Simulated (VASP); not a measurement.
Wanted: the native input for a VASP 6.6.1 run.

```
Task                   : single point
Functional             : PBEsol
Potentials or basis    : VASP PAW PBE potentials, release 64 (Pt)
Cutoff                 : 500 eV
k mesh                 : 19 × 19 × 10
Occupations            : gaussian, width 0.1 eV
Spin                   : no spin polarisation
Dipole correction      : no
Mended                 : yes
Further INCAR settings : ALGO = Normal; EDIFF = 1e-06; NBANDS = 17
```

The structure of Pt lies in POSCAR:

```
Pt
1.0
    2.7437979489      0.0000000000      0.0000000000
   -1.3718989744      2.3761987266      0.0000000000
    0.0000000000      0.0000000000      5.0503821013
Pt
2
Direct
    0.6666666700      0.3333333300      0.7500000000
    0.3333333300      0.6666666700      0.2500000000
```

This isn't the form of Pt at room conditions, which is fcc.

These files were run (other wordings do the same):

INCAR

```
ALGO = Normal
EDIFF = 1E-6
ENCUT = 500
GGA = PS
GGA_COMPAT = F
ISIF = 2
ISMEAR = 0
LASPH = T
LCHARG = F
LREAL = F
LWAVE = F
NBANDS = 17
NELM = 120
PREC = Accurate
SIGMA = 0.1
```

KPOINTS

```
k-points
0
Gamma
  19 19 10
```

Potentials or basis: VASP PAW PBE potentials, release 64 (Pt).

Launch:

```sh
$ cat potpaw_PBE.64/Pt/POTCAR > POTCAR
$ mpirun -np 1 vasp_std > vasp.out
```

It gave:

```yaml
Pressure: -16.9 GPa
Band_gap_on_the_k_mesh: zero (bands 10 and 11 overlap by 1.26 eV)
```

Caveat: the cell stands under tension; the PAW data sets were made with another functional, which shifts forces and pressure a little; spin-orbit coupling is left out, which moves the levels of the heavy elements.

Run time: 86 s on 1 thread of Intel(R) Xeon(R) Platinum 8259CL CPU @ 2.50GHz (Skylake/Cascade Lake), on a shared host, peak memory 0.22 GiB.
